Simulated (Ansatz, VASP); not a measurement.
**One calculation of SiC, two programs**

```
C Si
1.0
     0.00000    2.08810    2.08810
     2.08810    0.00000    2.08810
     2.08810    2.08810    0.00000
C Si
1 1
Direct
  0.00000 0.00000 0.00000
  0.50000 0.50000 0.50000
```

Alike in both runs: task single point; functional PBEsol; k mesh 18 × 18 × 18; occupations gaussian, width 0.05 eV; no spin polarisation.

|  | VASP | Ansatz |
| --- | --- | --- |
| version | VASP 6.6.1 | Ansatz 0.2.0 |
| potentials or method | VASP PAW PBE potentials, release 64 (C, Si), cutoff 520 eV | scalar-relativistic, plane waves, PAW |
| valence electrons in the cell | 8 | 8 |

Ansatz gave:

```
gap on the k mesh at the Fermi level (eV) : none
pressure (GPa)                            : -21.5
```

Question: Estimate VASP's values.

Answer: gap on the k mesh at the Fermi level (eV): none; pressure (GPa): -21.1.

VASP's potentials were made for PBE, not for PBEsol. A gap of «none» marks a metal or a gap that the smearing closes.
